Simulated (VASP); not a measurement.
# AgBr (Fm-3m) in VASP: a series of runs, part 2 of 2

VASP 6.6.1. The steps go on from the part before.

### Step 3. Single point, r2SCANh

This run uses another cell than the first one, of 24.21 Å³/atom.

File POSCAR:

```
AgBr
1.0
    0.0000000000      2.8927623052      2.8927623052
    2.8927623052      0.0000000000      2.8927623052
    2.8927623052      2.8927623052      0.0000000000
Ag Br
1 1
Direct
    0.0000000000      0.0000000000      0.0000000000
    0.5000000000      0.5000000000      0.5000000000
```

File INCAR.step1:

```
SYSTEM = AgBr
PREC = Accurate
ENCUT = 440
EDIFF = 1E-5
ISMEAR = 0
SIGMA = 0.01
LREAL = .False.
LASPH = .True.
NELM = 120
ALGO = Normal
ISIF = 2
LWAVE = .True.
LCHARG = .False.
GGA = PE
NBANDS = 16
GGA_COMPAT = .False.
```

File INCAR.step2:

```
SYSTEM = AgBr
PREC = Accurate
ENCUT = 440
EDIFF = 1E-6
ISMEAR = 0
SIGMA = 0.01
LREAL = .False.
LASPH = .True.
NELM = 120
ALGO = Normal
ISIF = 2
LWAVE = .False.
LCHARG = .False.
METAGGA = R2SCAN
LHFCALC = .True.
AEXX = 0.1
LMIXTAU = .True.
PRECFOCK = Normal
ISTART = 1
NBANDS = 16
GGA_COMPAT = .False.
```

File KPOINTS:

```
regular mesh
0
Gamma
  6 6 6
  0 0 0
```

Potentials or basis: VASP PAW PBE potentials, release 64 (Ag, Br).

Started as:

```sh
> cat potpaw_PBE.64/Ag/POTCAR potpaw_PBE.64/Br/POTCAR > POTCAR
> cp INCAR.step1 INCAR
> mpirun -np 1 vasp_std > vasp.out
> cp INCAR.step2 INCAR
> mpirun -np 1 vasp_std > vasp.out
```

OUTCAR:

```text
SYSTEM = AgBr
   PREC = Accurate
   ENCUT = 440
   EDIFF = 1E-6
   ISMEAR = 0
   LREAL = .False.
   LASPH = .True.
   NELM = 120
   ISIF = 2
   METAGGA = R2SCAN
   LHFCALC = .True.
   AEXX = 0.1
   PRECFOCK = Normal
   ISTART = 1

 ion  position               nearest neighbor table
   1  0.000  0.000  0.000-   2 2.89   2 2.89   2 2.89   2 2.89   2 2.89   2 2.89
   2  0.500  0.500  0.500-   1 2.89   1 2.89   1 2.89   1 2.89   1 2.89   1 2.89

  LATTYP: Found a face centered cubic cell.
 ALAT       =     5.7855246104

  Lattice vectors:

 A1 = (   0.0000000000,   2.8927623052,   2.8927623052)
 A2 = (   2.8927623052,   0.0000000000,   2.8927623052)
 A3 = (   2.8927623052,   2.8927623052,   0.0000000000)

Analysis of symmetry for initial positions (statically):
=====================================================================
 Subroutine PRICEL returns:
 Original cell was already a primitive cell.

 Routine SETGRP: Setting up the symmetry group for a
 face centered cubic supercell.

 Subroutine GETGRP returns: Found 48 space group operations
 (whereof 48 operations were pure point group operations)
 out of a pool of 48 trial point group operations.

The static configuration has the point symmetry O_h .

Analysis of symmetry for dynamics (positions and initial velocities):
=====================================================================
 Subroutine PRICEL returns:
 Original cell was already a primitive cell.

 Routine SETGRP: Setting up the symmetry group for a
 face centered cubic supercell.

 Subroutine GETGRP returns: Found 48 space group operations
 (whereof 48 operations were pure point group operations)
 out of a pool of 48 trial point group operations.

The dynamic configuration has the point symmetry O_h .

 Subroutine INISYM returns: Found 48 space group operations
 (whereof 48 operations are pure point group operations),
 and found     1 'primitive' translations

[... 113 lines left out ...]
   ENCUT4O =  -1.0   cutoff for four orbital integrals eV
   NKREDX  =     1    reduce k-point grid by
   NKREDY  =     1    reduce k-point grid by
   NKREDZ  =     1    reduce k-point grid by
   AEXX    =    0.1000 exact exchange contribution
   HFSCREEN=    0.0000 screening length (either q_TF or 0.3 A-1)
   HFSCREENC=   0.0000 screening length for correlation (either q_TF or 0.3 A-1)
   ENCUTFOCK=  -1.0 apply spherical cutoff to Coloumb kernel
   IVDW    =     0    specifies the selected vdW correction
   LEPSILON=     F    determine dielectric tensor
   LRPA    =     F    only Hartree local field effects (RPA)
 non-spin polarized calculation
 Gauss-broadening in eV      SIGMA  =   0.01
  energy-cutoff  :      440.00
  volume of cell :       48.41
 maximum number of plane-waves:      1032
  NGX = 24; NGY = 24; NGZ = 24

 number of electron      17.9999992 magnetization

 Free energy of the ion-electron system (eV)
  ---------------------------------------------------
  ext. energy  EPLUGINS =         0.00000000
  ---------------------------------------------------
  free energy    TOTEN  =       -33.19893277 eV

  energy without entropy =      -33.19893277  energy(sigma->0) =      -33.19893277

 E-fermi :   2.6116     XC(G=0):  -9.3415

 val. band max:        2.5497384979   @ k =   0.5000   0.0000   0.0000
 cond. band min:       4.5165280873   @ k =   0.0000   0.0000   0.0000
 fundamental gap:      1.9667895894
 Fermi energy:         2.6116409018

 k-point     1 :       0.0000    0.0000    0.0000
  band No.  band energies     occupation
      1     -13.2513      2.00000
      2      -0.3615      2.00000
      3      -0.3615      2.00000
      4      -0.3554      2.00000
      5      -0.3554      2.00000
      6      -0.3554      2.00000
[... 281 lines left out ...]
      3      -1.4956      2.00000
      4      -1.1276      2.00000
      5       0.0243      2.00000
      6       0.0419      2.00000
[... 8 lines left out ...]
     15      17.7748      0.00000
     16      18.8901      0.00000

------------------------ aborting loop because EDIFF is reached ----------------------------------------

  FORCE on cell =-STRESS in cart. coord.  units (eV):
  Direction    XX          YY          ZZ          XY          YZ          ZX
  --------------------------------------------------------------------------------------
  -------------------------------------------------------------------------------------
  Total        0.0000387      0.0000387      0.0000387     -0.0000000      0.0000000      0.0000000
  in kB        0.0012815      0.0012815      0.0012815     -0.0000000      0.0000000      0.0000000
  external PRESSURE =       0.0012815 kB  Pullay stress =       0.0000000 kB

 VOLUME and BASIS-vectors are now :
 -----------------------------------------------------------------------------
  energy-cutoff  :      440.00
  volume of cell :       48.41
      direct lattice vectors                 reciprocal lattice vectors
     0.000000000  2.892762305  2.892762305    -0.172845173  0.172845173  0.172845173
     2.892762305  0.000000000  2.892762305     0.172845173 -0.172845173  0.172845173
     2.892762305  2.892762305  0.000000000     0.172845173  0.172845173 -0.172845173

 POSITION                                       TOTAL-FORCE (eV/Angst)
 -----------------------------------------------------------------------------------
      0.00000      0.00000      0.00000         0.000000     -0.000000      0.000000
      2.89276      2.89276      2.89276         0.000000      0.000000      0.000000
 -----------------------------------------------------------------------------------
    total drift:                                0.000000     -0.000000     -0.000000

  FREE ENERGIE OF THE ION-ELECTRON SYSTEM (eV)
  ---------------------------------------------------
  free  energy   TOTEN  =       -33.1989327718 eV

  energy  without entropy=      -33.1989327718  energy(sigma->0) =      -33.19893277
```

OUTCAR.step1:

```text
SYSTEM = AgBr
   PREC = Accurate
   ENCUT = 440
   EDIFF = 1E-5
   ISMEAR = 0
   LREAL = .False.
   LASPH = .True.
[... 514 lines left out ...]
      0.00000      0.00000      0.00000         0.000000     -0.000000      0.000000
      2.89276      2.89276      2.89276        -0.000000      0.000000     -0.000000
 -----------------------------------------------------------------------------------
    total drift:                                0.000000      0.000000      0.000000

  FREE ENERGIE OF THE ION-ELECTRON SYSTEM (eV)
  ---------------------------------------------------
  free  energy   TOTEN  =        -4.9939647480 eV

  energy  without entropy=       -4.9939647480  energy(sigma->0) =       -4.99396475
```

OSZICAR.step1:

```text
N       E                     dE             d eps       ncg     rms          rms(c)
DAV:   1     0.892685665097E+02    0.89269E+02   -0.76155E+03   536   0.862E+02
DAV:   2    -0.201778752298E+01   -0.91286E+02   -0.85334E+02   648   0.202E+02
DAV:   3    -0.509704770832E+01   -0.30793E+01   -0.30744E+01   616   0.382E+01
DAV:   4    -0.511272728844E+01   -0.15680E-01   -0.15679E-01   640   0.302E+00
DAV:   5    -0.511287956629E+01   -0.15228E-03   -0.15228E-03   664   0.287E-01    0.560E+00
DAV:   6    -0.499818190079E+01    0.11470E+00   -0.18022E-01   656   0.593E+00    0.368E+00
DAV:   7    -0.499383612556E+01    0.43458E-02   -0.60661E-02   544   0.161E+00    0.152E+00
DAV:   8    -0.499390172237E+01   -0.65597E-04   -0.41463E-03   616   0.635E-01    0.254E-01
DAV:   9    -0.499393482081E+01   -0.33098E-04   -0.49955E-04   616   0.237E-01    0.337E-02
DAV:  10    -0.499395804809E+01   -0.23227E-04   -0.37367E-05   624   0.798E-02    0.206E-02
DAV:  11    -0.499396474802E+01   -0.66999E-05   -0.13496E-05   536   0.291E-02
   1 F= -.49939647E+01 E0= -.49939647E+01  d E =-.724624E-56
```

Run time: 47 min. Hardware: 1 thread of Intel Xeon Platinum 8375C at 2.90GHz (Ice Lake), shared host; peak memory 0.19 GiB.

Results:

```
Free energy            : -33.1989 eV
Pressure               : 0.0 GPa
Band gap on the k mesh : 1.97 eV (least direct gap 3.85 eV)
```

Caveat: the PAW data sets were made with another functional, which shifts forces and pressure a little.

### Step 4. Single point, PBE0

This run uses another cell than the first one, of 24.21 Å³/atom.

POSCAR is that of step 3.

File INCAR.step1:

```
  PREC = Accurate
  ENCUT = 400
  EDIFF = 1E-5
  ISMEAR = 0
  SIGMA = 0.01
  LREAL = F
  LASPH = T
  NELM = 120
  ALGO = Normal
  ISIF = 2
  LWAVE = T
  LCHARG = F
  GGA = PE
  NBANDS = 16
  GGA_COMPAT = F
```

File INCAR.step2:

```
  PREC = Accurate
  ENCUT = 400
  EDIFF = 1E-6
  ISMEAR = 0
  SIGMA = 0.01
  LREAL = F
  LASPH = T
  NELM = 120
  ALGO = Normal
  ISIF = 2
  LWAVE = F
  LCHARG = F
  GGA = PE
  LHFCALC = T
  AEXX = 0.25
  PRECFOCK = Normal
  ISTART = 1
  NBANDS = 16
  GGA_COMPAT = F
```

File KPOINTS:

```
Automatic mesh
0
Gamma
  6 6 6
```

Started as:

```sh
> cat potpaw_PBE.64/Ag/POTCAR potpaw_PBE.64/Br/POTCAR > POTCAR
> cp INCAR.step1 INCAR
> mpirun -np 1 vasp_std > vasp.out
> cp INCAR.step2 INCAR
> mpirun -np 1 vasp_std > vasp.out
```

Run time: 40 min. Hardware: 1 thread of Intel Xeon Platinum 8259CL at 2.50GHz (Skylake/Cascade Lake), shared host; peak memory 0.19 GiB.

It converged, with:

- Free energy: -6.6515 eV
- Pressure: 0.5 GPa
- Band gap on the k mesh: 2.68 eV (least direct gap 4.44 eV)

Levels at points of the mesh, in eV from the valence-band top:
```tsv
k point	band 6	band 7	band 8	band 9	band 10	band 11	band 12	band 13
(0.00, 0.00, 0.00)	-3.26	-1.76	-1.76	-1.76	2.68	12.06	12.06	12.06
(0.50, 0.00, 0.00)	-2.98	-2.49	0.00	0.00	5.72	8.96	8.96	9.01
(0.50, 0.50, 0.00)	-2.88	-2.80	-2.71	-2.71	3.79	9.01	11.26	13.43
```

Caveat: the PAW data sets were made with another functional, which shifts forces and pressure a little. A k mesh can miss the band edges.

### Step 5. The runs side by side

```tsv
level	cell	cutoff (eV)	smearing	share of exact exchange	screening parameter	gap on the mesh (eV)	pressure (GPa)
HSE06	a = 4.123 Å, angles 60.0°, 2 atoms	400	fermi-dirac 0.02 eV	0.25	0.2079 1/Å	2.02	-0.3
r2SCANh	a = 4.091 Å, angles 60.0°, 2 atoms	440	gaussian 0.01 eV	0.1	-	1.97	0.0
PBE0	a = 4.091 Å, angles 60.0°, 2 atoms	400	gaussian 0.01 eV	0.25	-	2.68	0.5
```

Alike in all rows: task single point; potentials or basis VASP PAW PBE potentials, release 64 (Ag, Br); no spin polarisation; k mesh 6 × 6 × 6.

Caveats: the PAW data sets were made with another functional, which shifts forces and pressure a little.

Absolute energies hang on the potentials; compare differences alone.
